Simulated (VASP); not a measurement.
Wanted: the native input for a VASP 6.6.1 run.

```yaml
Task: single point
Functional: LDA
Potentials_or_basis: VASP PAW LDA potentials, release 64 (Cu, Sb, O)
Cutoff: 520 eV
k_mesh: 1 × 1 × 1
Occupations: fermi-dirac, width 0.05 eV
Spin: no spin polarisation
Dipole_correction: no
Further_INCAR_settings: LREAL = Auto; ALGO = Normal; EDIFF = 1e-06; NBANDS = 150
```

The structure of Cu3Sb4O12 lies in POSCAR:

```
Cu3Sb4O12
1.0
    7.6993660000      0.0000000000      0.0000000000
    0.0000000000      7.6993660000      0.0000000000
    0.0000000000      0.0000000000      7.6993660000
Cu Sb O
6 8 24
Direct
   -0.0209757531      0.0091436100      0.5142241582
    0.0120789166      0.4957940693      0.0190665050
    0.5276018831      0.0191833977     -0.0288725072
    0.4587520583      0.5100030314      0.0035067822
    0.5151982644     -0.0128322254      0.5060286782
    0.0441205159      0.5001710530      0.4768184809
    0.2413575352      0.2353440530      0.2433576998
    0.2409938688      0.7765314703      0.2446175438
    0.2572159838      0.2572419599      0.7412688266
    0.7504773770      0.2503972405      0.2496439317
    0.7565298234      0.7308913487      0.7788043847
    0.7495162589      0.2482931712      0.7542698970
    0.7315017886      0.7374892946      0.2718535526
    0.2451890195      0.7526723629      0.7431910627
    0.3096488724      0.7979228420      0.4777536228
    0.2052506661      0.6993692727     -0.0083253608
    0.3289231867      0.2063806293      0.5031972762
   -0.0138452958      0.2150956325      0.6755880939
    0.8173919775      0.4879362794      0.3142076893
    0.3262606298     -0.0085851225      0.1494538641
   -0.0001688451      0.2025491450      0.2847637065
    0.6739256193     -0.0346781800      0.1721310560
    0.1583507006      0.3137790826     -0.0239110597
    0.5043791917      0.3217667533      0.8253406839
    0.2190440096      0.4879362794      0.2743732406
    0.4812214408      0.2777371539      0.1625068869
    0.7657253857      0.3349886211     -0.0008442254
    0.6795754352      0.1901974786      0.4812344289
    0.8172880728      0.6789000549      0.0264177596
    0.5042493109      0.6465986940      0.2304085817
    0.3454700036      0.0061433630      0.7903767661
    0.8025336112      0.4987683401      0.6687044102
    0.4889883141      0.6866409520      0.7920652168
    0.2236937431      0.5095744247      0.6849654894
    0.7027981265      0.8505895161      0.5070677248
    0.0007662969      0.7943121551      0.3201302549
    0.7052268979      0.0032859848      0.8038843718
    0.0144557357      0.8323282722      0.7197345859
```

The input as run:

INCAR

```
SYSTEM = Cu3Sb4O12
PREC = Accurate ; ENCUT = 520
EDIFF = 1E-6 ; ISMEAR = -1
SIGMA = 0.05 ; LREAL = Auto
LASPH = .True. ; NELM = 80
ALGO = Normal ; ISIF = 2
LWAVE = .False. ; LCHARG = .False.
GGA = CA ; NBANDS = 150
```

KPOINTS

```
regular mesh
0
Gamma
  1 1 1
  0 0 0
```

Potentials or basis: VASP PAW LDA potentials, release 64 (Cu, Sb, O).

The run is started by

```bash
$ cat potpaw_LDA.64/Cu/POTCAR potpaw_LDA.64/Sb/POTCAR potpaw_LDA.64/O/POTCAR > POTCAR
$ mpirun -np 1 vasp_gam > vasp.out
```

It gave:

| Property | Result |
| --- | --- |
| Pressure | -6.0 GPa |
| Largest force | 4.022 eV/Å |

Caveat: the k points lie up to 0.82 Å⁻¹ apart; the atoms stand as in a frame of molecular dynamics; forces of over 1 eV/Å act on the atoms, so gaps and moduli don't describe the material at rest.

Run time: 6.8 min on 1 thread of AMD EPYC 7R43 64-Core Processor (Zen 3), with other jobs on the host, peak memory 0.34 GiB.
